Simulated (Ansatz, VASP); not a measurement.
One calculation of CsAs3, two programs

```
Cs As
1.0
     0.00000    3.89133    3.89133
     3.89133    0.00000    3.89133
     3.89133    3.89133    0.00000
Cs As
1 3
Direct
  0.00000 0.00000 0.00000
  0.25000 0.25000 0.25000
  0.75000 0.75000 0.75000
  0.50000 0.50000 0.50000
```

Change from the starting cell: species swapped into the PrCd3 type (Fm-3m, No. 225).

Alike in both runs: task single point; functional PBE; k mesh 4 × 4 × 4; occupations gaussian, width 0.1 eV; no spin polarisation.

|  | VASP | Ansatz |
| --- | --- | --- |
| version | VASP 6.6.1 | Ansatz 0.2.0 |
| potentials or method | VASP PAW PBE potentials, release 64 (Cs_sv, As), cutoff 520 eV | scalar-relativistic, plane waves, PAW |
| valence electrons in the cell | 24 | 54 |

|  | VASP | Ansatz | Ansatz less VASP |
| --- | --- | --- | --- |
| gap on the k mesh at the Fermi level (eV) | none | none | - |
| pressure (GPa) | -3.2 | -3.3 | -0.10 |

A gap of «none» marks a metal or a gap that the smearing closes. VASP's potentials hold 24 valence electrons a cell and Ansatz's 54, so a difference there can come from the potentials and not from the codes.

Neither program's run includes spin-orbit coupling.
